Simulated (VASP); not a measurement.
Write the native input for VASP 6.6.1 that does the following.

```
Task                   : single point
Functional             : PBEsol
Potentials or basis    : VASP PAW PBE potentials, release 64 (Ge_d, Pt)
Cutoff                 : 520 eV
k mesh                 : 6 × 5 × 12
Occupations            : gaussian, width 0.1 eV
Spin                   : no spin polarisation
Dipole correction      : no
Further INCAR settings : ALGO = Normal; EDIFF = 1e-06; NBANDS = 58; ISYM = 0
```

The structure of GePt lies in POSCAR:

```
GePt
1.0
    6.8298594526      0.0000000000      0.0000000000
   -2.0047976875      6.8404007024      0.0000000000
    2.0047976875     -1.4141383070      2.7701056870
Ge Pt
4 4
Direct
    0.1848405773      0.5880228853      0.1531823080
    0.8151594227      0.4119771147      0.8468176920
    0.3151594227      0.0880228853      0.0228634626
    0.6848405773      0.9119771147      0.9771365374
    0.0007565327      0.1911593657      0.9404028330
    0.9992434673      0.8088406343      0.0595971670
    0.4992434673      0.6911593657      0.4419158984
    0.5007565327      0.3088406343      0.5580841016
```

One way to write it, as run:

INCAR

```
ALGO = Normal
EDIFF = 1E-6
ENCUT = 520
GGA = PS
ISIF = 2
ISMEAR = 0
ISYM = 0
LASPH = True
LCHARG = False
LREAL = False
LWAVE = False
NBANDS = 58
NELM = 100
PREC = Accurate
SIGMA = 0.1
```

KPOINTS

```
k-points
0
Gamma
  6 5 12
```

Potentials or basis: VASP PAW PBE potentials, release 64 (Ge_d, Pt).

The run is started by

```sh
$ cat potpaw_PBE.64/Ge_d/POTCAR potpaw_PBE.64/Pt/POTCAR > POTCAR
$ mpirun -np 1 vasp_std > vasp.out
```

It gave:

| Property | Result |
| --- | --- |
| Pressure | -0.1 GPa |
| Largest force | 0.021 eV/Å |
| Band gap on the k mesh | zero (band 48 reaches 10.27 eV, above the bottom of band 49 at 9.07 eV) |

Caveat: the PAW data sets were made with another functional, which shifts forces and pressure a little; spin-orbit coupling is left out, which moves the levels of the heavy elements.

Run time: 16 min on 1 thread of AMD EPYC 9R45 96-Core Processor (Zen 5) (shared host), peak memory 0.98 GiB.
